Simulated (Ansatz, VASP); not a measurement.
## Two plane-wave programs on Fe

File POSCAR:

```
Fe
1.0
    0.0000000000      2.3400148106      2.3400148106
    2.3400148106      0.0000000000      2.3400148106
    2.3400148106      2.3400148106      0.0000000000
Fe
2
Direct
    0.1250000000      0.1250000000      0.1250000000
    0.8750000000      0.8750000000      0.8750000000
```

The input INCAR.step1:

```
SYSTEM = Fe
ALGO = Normal ; EDIFF = 1E-4
ENCUT = 520 ; GGA = PE
ISMEAR = -1 ; LASPH = .True.
LCHARG = .False. ; LREAL = .False.
LWAVE = .True. ; NBANDS = 15
NELM = 80 ; PREC = Accurate
SIGMA = 0.1
```

The input INCAR.step2:

```
SYSTEM = Fe
ALGO = Normal ; EDIFF = 1E-6
ENCUT = 520 ; ISIF = 2
ISMEAR = -1 ; ISTART = 1
LASPH = .True. ; LCHARG = .True.
LELF = .True. ; LMIXTAU = .True.
LREAL = .False. ; LVHAR = .True.
LWAVE = .False. ; METAGGA = R2SCAN
NBANDS = 15 ; NELM = 80
PREC = Accurate ; SIGMA = 0.1
```

KPOINTS

```
k-points
0
Gamma
  13 13 13
  0 0 0
```

Input for Ansatz:

```yaml
crystal:
  lattice:
    - [0.0, 2.3400148106, 2.3400148106]
    - [2.3400148106, 0.0, 2.3400148106]
    - [2.3400148106, 2.3400148106, 0.0]
  atoms:
    - { symbol: Fe, position: [0.125, 0.125, 0.125] }
    - { symbol: Fe, position: [0.875, 0.875, 0.875] }
hamiltonian:
  xc: r2scan
  pseudopotentials:
    kind: paw
    azcp:
      Fe: "pseudopotentials/Fe.paw.azcp"
basis:
  ecutwfc: 500
  fft_grid_basis: typed
kpoints:
  mp_grid: { grid: [13, 13, 13], shift: [0, 0, 0] }
magnetization:
  spin_polarized: false
scf:
  occupations: { method: fermi_dirac, width: 0.1 }
  lower_state_search: "off"
output:
  stress: true
```

Alike in both runs: task single point; functional r2SCAN; k mesh 13 × 13 × 13; occupations fermi-dirac, width 0.1 eV; no spin polarisation.

|  | VASP | Ansatz |
| --- | --- | --- |
| version | VASP 6.6.1 | Ansatz 0.2.0 |
| potentials or method | VASP PAW PBE potentials, release 64 (Fe), cutoff 520 eV | plane waves (500 eV) with PAW, scalar-relativistic |
| valence electrons in the cell | 16 | 32 |

VASP gave:

| Item | Value |
| --- | --- |
| pressure (GPa) | 15.5 |

Question: What did Ansatz give for the same quantities?

Answer: Pressure (GPa): 17.2.

VASP's potentials were made for PBE, not for r2SCAN. VASP's potentials hold 16 valence electrons a cell and Ansatz's 32, so a difference there can come from the potentials and not from the codes.
